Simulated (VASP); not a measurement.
Ag, 1 atom in the cell. The typed cell holds 1 atom: a = 2.819 Å, b = 2.883 Å, c = 2.861 Å, α = 109.89°, β = 107.88°, γ = 109.47°. 

* Program: VASP 6.6.1
* Task: single point
* Functional: PBE
* Potentials or basis: VASP PAW PBE potentials, release 64 (Ag)
* Cutoff: 520 eV
* k mesh: 8 × 8 × 8
* Occupations: fermi-dirac, width 0.05 eV
* Spin: no spin polarisation
* Dipole correction: no
* Further INCAR settings: ALGO = Normal; EDIFF = 1e-07; NBANDS = 12

Potentials or basis: VASP PAW PBE potentials, release 64 (Ag).

Launch:

```bash
$ cat potpaw_PBE.64/Ag/POTCAR > POTCAR
$ mpirun -np 1 vasp_std > vasp.out
```

Hardware: 1 thread of Intel(R) Xeon(R) Platinum 8375C CPU @ 2.90GHz (Ice Lake), on a shared host.

Question: How long does it take, and how much memory?

Answer: Run time: 66 s on 1 thread of Intel(R) Xeon(R) Platinum 8375C CPU @ 2.90GHz (Ice Lake), with other jobs on the host, peak memory 0.18 GiB. Counts: scf iterations 12, k points 260.
